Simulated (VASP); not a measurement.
# Ge (Im-3m) in VASP: notebook, part 2 of 2

VASP 6.6.1.

## 4. Relaxation of cell and atoms, LDA, target pressure 25 GPa, at which the enthalpy is minimised

The input, INCAR:

```
SYSTEM = Ge
PREC = Accurate
ENCUT = 600
EDIFF = 1E-6
ISMEAR = -1
SIGMA = 0.05
LREAL = .False.
LASPH = .True.
NELM = 60
ALGO = Normal
ISIF = 3
LWAVE = .False.
LCHARG = .False.
IBRION = 2
NSW = 60
EDIFFG = -0.005
PSTRESS = 250.0
```

The input, KPOINTS:

```
regular mesh
0
Gamma
  17 17 17
  0 0 0
```

The input, POSCAR:

```
Ge
1.0
   -1.5403656259      1.5403656259      1.5403656259
    1.5403656259     -1.5403656259      1.5403656259
    1.5403656259      1.5403656259     -1.5403656259
Ge
1
Direct
    0.0000000000      0.0000000000      0.0000000000
```

Started as:

```console
$ cat potpaw_LDA.64/Ge_d/POTCAR > POTCAR
$ mpirun -np 1 vasp_std > vasp.out
```

Run time: 19 s. Hardware: 1 thread of Intel Xeon Platinum 8375C at 2.90GHz (Ice Lake), shared host; peak memory 0.15 GiB.

The run converged. Its results:

```
Free energy                                            : -4.6810 eV
Relaxed volume                                         : 14.64 Å³/atom
Relaxed cell                                           : a = 2.669 Å, b = 2.669 Å, c = 2.669 Å, α = 109.47°, β = 109.47°, γ = 109.47°
Space group after relaxing (to 0.05 Å)                 : Im-3m (No. 229)
Energy change on relaxing (the enthalpy is what falls) : -3.7 meV/atom
Ionic steps                                            : 3
Pressure after relaxing                                : 24.9 GPa
Band gap on the k mesh                                 : zero (band 7 reaches 21.54 eV, above the bottom of band 8 at 5.54 eV)
```

Step by step:
```csv
step,energy change (eV),largest force (eV/Å),pressure (GPa),volume (Å³)
1,0.0000,0.0000,25.14,14.62
2,-0.0043,0.0000,24.93,14.65
3,-0.0037,0.0000,24.95,14.64
```

Final structure:
```
Ge
1.0
    -1.54120    1.54120    1.54120
     1.54120   -1.54120    1.54120
     1.54120    1.54120   -1.54120
Ge
1
Cartesian
  0.0000 0.0000 0.0000
```

Levels at points of the mesh, in eV from the Fermi level:
| k point | band 4 | band 5 | band 6 | band 7 | band 8 | band 9 | band 10 | band 11 |
| --- | --- | --- | --- | --- | --- | --- | --- | --- |
| (0.00, 0.00, 0.00) | -24.79 | -24.79 | -15.50 | 12.02 | 12.02 | 12.02 | 17.21 | 17.21 |

Caveat: the cell is relaxed towards a set pressure, so the enthalpy falls and the energy may rise.

## 5. Relaxation of cell and atoms, LDA, target pressure 25 GPa, at which the enthalpy is minimised

The input, INCAR:

```
SYSTEM = Ge
PREC = Accurate
ENCUT = 600
EDIFF = 1E-6
ISMEAR = -1
SIGMA = 0.05
LREAL = .FALSE.
LASPH = .TRUE.
NELM = 80
ALGO = Normal
ISIF = 3
LWAVE = .FALSE.
LCHARG = .FALSE.
GGA = CA
IBRION = 2
NSW = 32
EDIFFG = -0.005
PSTRESS = 250.0
```

The input, KPOINTS:

```
regular mesh
0
G
  17 17 17
  0 0 0
```

The input, POSCAR:

```
Ge
1.0
   -1.5399963805      1.5399963805      1.5399963805
    1.5399963805     -1.5399963805      1.5399963805
    1.5399963805      1.5399963805     -1.5399963805
Ge
1
Direct
    0.0000000000      0.0000000000      0.0000000000
```

Potentials or basis: VASP PAW LDA potentials, release 64 (Ge_d).

Started as:

```console
$ cat potpaw_LDA.64/Ge_d/POTCAR > POTCAR
$ mpirun -np 1 vasp_std > vasp.out
```

OUTCAR:

```text
SYSTEM = Ge
   PREC = Accurate
   ENCUT = 600
   EDIFF = 1E-6
   ISMEAR = -1
   LREAL = .FALSE.
   LASPH = .TRUE.
   NELM = 80
   ISIF = 3
   GGA = CA
   IBRION = 2
   NSW = 32
   EDIFFG = -0.005
   PSTRESS = 250.0

 ion  position               nearest neighbor table
   1  0.000  0.000  0.000-

  LATTYP: Found a body centered cubic cell.
 ALAT       =     3.0799927610

  Lattice vectors:

 A1 = (  -1.5399963805,   1.5399963805,   1.5399963805)
 A2 = (   1.5399963805,  -1.5399963805,   1.5399963805)
 A3 = (   1.5399963805,   1.5399963805,  -1.5399963805)

Analysis of symmetry for initial positions (statically):
=====================================================================
 Subroutine PRICEL returns:
 Original cell was already a primitive cell.

 Routine SETGRP: Setting up the symmetry group for a
 body centered cubic supercell.
[... 258 lines left out ...]
  band No.  band energies     occupation
      1     -15.4471      2.00000
      2     -15.4471      2.00000
      3     -15.4471      2.00000
      4     -15.2707      2.00000
      5     -15.2707      2.00000
      6      -5.9750      2.00000
      7      21.5408      0.00000
      8      21.5408      0.00000
      9      21.5408      0.00000
     10      26.7352      0.00000
     11      26.7352      0.00000
[... 309 lines left out ...]
 k-point    24 :       0.1765    0.1765    0.0000
  band No.  band energies     occupation
      1     -15.4736      2.00000
      2     -15.4265      2.00000
      3     -15.3020      2.00000
      4     -15.2867      2.00000
      5     -15.2638      2.00000
      6      -2.9595      2.00000
      7      11.3904      0.00000
      8      12.8179      0.00000
      9      17.3500      0.00000
     10      23.7413      0.00000
     11      24.4131      0.00000

 [... further k-points ...]

------------------------ aborting loop because EDIFF is reached ----------------------------------------

  FORCE on cell =-STRESS in cart. coord.  units (eV):
  Direction    XX          YY          ZZ          XY          YZ          ZX
  --------------------------------------------------------------------------------------
  -------------------------------------------------------------------------------------
  Total        2.2810342      2.2810342      2.2810342      0.0000000      0.0000000     -0.0000000
  in kB      249.5494849    249.5494849    249.5494849      0.0000000      0.0000000     -0.0000000
  external PRESSURE =      -0.4505151 kB  Pullay stress =     250.0000000 kB
[... 20 lines left out ...]
  energy  without entropy=       -4.6794602305  energy(sigma->0) =       -4.68035964

  enthalpy is  TOTEN    =        -2.3961068549 eV   P V=        2.2851521850

 reached required accuracy - stopping structural energy minimisation
```

OSZICAR:

```text
N       E                     dE             d eps       ncg     rms          rms(c)
DAV:   1     0.539290295005E+02    0.53929E+02   -0.79825E+03  3857   0.402E+03
[... 16 lines left out ...]
   2 F= -.23960937E+01 E0= -.23952006E+01  d E =-.271096E-04
       N       E                     dE             d eps       ncg     rms          rms(c)
DAV:   1    -0.468142589136E+01    0.21936E-02   -0.19444E-03  4332   0.126E+00    0.767E-02
DAV:   2    -0.468130124858E+01    0.12464E-03   -0.13082E-04  4137   0.343E-01    0.377E-02
DAV:   3    -0.468126177281E+01    0.39476E-04   -0.50779E-05  4316   0.186E-01    0.758E-03
DAV:   4    -0.468125903504E+01    0.27378E-05   -0.40624E-06  4044   0.552E-02    0.204E-03
DAV:   5    -0.468125903996E+01   -0.49181E-08   -0.36408E-08  1932   0.461E-03
   3 F= -.23961069E+01 E0= -.23952075E+01  d E =-.402210E-04
```

CONTCAR:

```text
Ge
   1.00000000000000
    -1.5412576203728579    1.5412576203728579    1.5412576203728579
     1.5412576203728579   -1.5412576203728579    1.5412576203728579
     1.5412576203728579    1.5412576203728579   -1.5412576203728579
  Ge
     1
Direct
     0.0000000000000000    0.0000000000000000    0.0000000000000000

  0.00000000E+00  0.00000000E+00  0.00000000E+00
```

Run time: 20 s. Hardware: 1 thread of Intel Xeon Platinum 8375C at 2.90GHz (Ice Lake), shared host; peak memory 0.16 GiB.

Results:

```
Free energy                                            : -4.6813 eV
Relaxed volume                                         : 14.64 Å³/atom
Relaxed cell                                           : a = 2.670 Å, b = 2.670 Å, c = 2.670 Å, α = 109.47°, β = 109.47°, γ = 109.47°
Space group after relaxing (to 0.05 Å)                 : Im-3m (No. 229)
Energy change on relaxing (the enthalpy is what falls) : -5.6 meV/atom
Ionic steps                                            : 3
Pressure after relaxing                                : 25.0 GPa
Band gap on the k mesh                                 : zero (band 7 reaches 21.54 eV, above the bottom of band 8 at 5.54 eV)
```

The path:
| step | energy change (eV) | largest force (eV/Å) | pressure (GPa) | volume (Å³) |
| --- | --- | --- | --- | --- |
| 1 | 0.0000 | 0.0000 | 25.26 | 14.61 |
| 2 | -0.0080 | 0.0000 | 24.75 | 14.66 |
| 3 | -0.0056 | 0.0000 | 24.95 | 14.64 |

Final structure:
```
Ge
1.0
    -1.54126    1.54126    1.54126
     1.54126   -1.54126    1.54126
     1.54126    1.54126   -1.54126
Ge
1
Direct
  0.00000 0.00000 0.00000
```

Caveat: the cell is relaxed towards a set pressure, so the enthalpy falls and the energy may rise.
